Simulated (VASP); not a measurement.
Si3Mo: relaxation of cell and atoms with PBE

The system is Si3Mo.

```
CELL_PARAMETERS angstrom
2.64519 0.00000 0.00000
-1.32260 2.29080 0.00000
0.00000 0.00000 9.50305
ATOMIC_POSITIONS crystal
Si 0.00000 0.00000 0.00000
Si 0.33333 0.66667 0.75479
Si 0.33333 0.66667 0.24521
Mo 0.00000 0.00000 0.50000
```

```yaml
Program: VASP 6.6.1
Task: relaxation of cell and atoms
Functional: PBE
Potentials_or_basis: VASP PAW PBE potentials, release 64 (Si, Mo_sv)
Cutoff: 600 eV
k_mesh: 6 × 6 × 2
Occupations: gaussian, width 0.1 eV
Spin: no spin polarisation
Dipole_correction: no
Further_INCAR_settings: ALGO = Normal; EDIFF = 1e-07; IBRION = 2; EDIFFG = -0.04; NSW = 90; ISIF = 3
```

The relaxed volume is 14.89 Å³/atom. The relaxed cell is a = 2.988 Å, b = 2.988 Å, c = 7.702 Å, α = 90.00°, β = 90.00°, γ = 120.00° and the space group after relaxing (to 0.05 Å) is P-6m2 (No. 187). The energy gained by relaxing is 315.8 meV/atom. The ionic steps are 16. The pressure after relaxing is 0.1 GPa and the largest force after relaxing is 0.007 eV/Å. The band gap on the k mesh is zero (band 13 reaches 11.07 eV, above the bottom of band 14 at 8.96 eV).

Forces on the atoms (eV/Å):
```
Si   0.000  0.000  0.000
Si   0.000  0.000  0.007
Si   0.000  0.000 -0.007
Mo   0.000  0.000  0.000
```

Stress tensor (GPa, compression positive):
```
0.11 0.00 0.00
0.00 0.11 0.00
0.00 0.00 0.21
```

The path:
| step | energy change (eV) | largest force (eV/Å) | pressure (GPa) | volume (Å³) |
| --- | --- | --- | --- | --- |
| 1 | 0.0000 | 0.6949 | 2.64 | 57.58 |
| 2 | -0.4699 | 0.7611 | -2.75 | 59.39 |
| 3 | -0.6885 | 0.4253 | -4.16 | 60.31 |
| 4 | -1.2008 | 0.3086 | -4.37 | 61.70 |
| 5 | -0.6130 | 1.5395 | 3.29 | 62.51 |
| 6 | -1.0724 | 0.6574 | -2.59 | 62.50 |
| 7 | -1.2295 | 0.0046 | -4.06 | 62.08 |
| 8 | -1.2320 | 0.1992 | -4.26 | 61.96 |
| 9 | -1.1415 | 0.9771 | 8.38 | 57.34 |
| 10 | -1.2564 | 0.1465 | -0.91 | 60.54 |
| 11 | -1.2565 | 0.1735 | -0.65 | 60.44 |
| 12 | -1.2606 | 0.0647 | 0.09 | 59.86 |
| 13 | -1.2606 | 0.0693 | 0.05 | 59.89 |
| 14 | -1.2617 | 0.0443 | -0.10 | 59.87 |
| 15 | -1.2629 | 0.0148 | -0.41 | 59.82 |
| 16 | -1.2633 | 0.0071 | 0.14 | 59.56 |

Final structure:
```yaml
crystal:
  lattice:
    - [2.98820, 0.00000, 0.00000]
    - [-1.49410, 2.58785, 0.00000]
    - [0.00000, 0.00000, 7.70225]
  atoms:
    - { symbol: Si, position: [0.00000, 0.00000, 0.00000] }
    - { symbol: Si, position: [0.33333, 0.66667, 0.74727] }
    - { symbol: Si, position: [0.33333, 0.66667, 0.25273] }
    - { symbol: Mo, position: [0.00000, 0.00000, 0.50000] }
```

Levels at points of the mesh, in eV from the Fermi level:
```csv
k point,band 10,band 11,band 12,band 13,band 14,band 15,band 16,band 17
"(0.00, 0.00, 0.00)",-0.83,-0.83,0.73,0.73,1.96,5.16,5.16,7.03
"(0.50, 0.00, 0.00)",-2.92,-2.34,-1.96,-0.77,1.32,1.90,3.16,3.51
"(0.00, 0.00, 0.50)",-0.83,-0.83,0.72,0.72,2.58,5.37,5.37,7.00
"(0.50, 0.00, 0.50)",-3.83,-1.72,-0.86,-0.47,0.47,2.10,2.80,2.84
```

Run time: 3.6 min on 1 thread of Intel(R) Xeon(R) Platinum 8259CL CPU @ 2.50GHz (Skylake/Cascade Lake), on a shared host, peak memory 0.22 GiB.

Caveat: the k points lie up to 0.41 Å⁻¹ apart in the final cell.
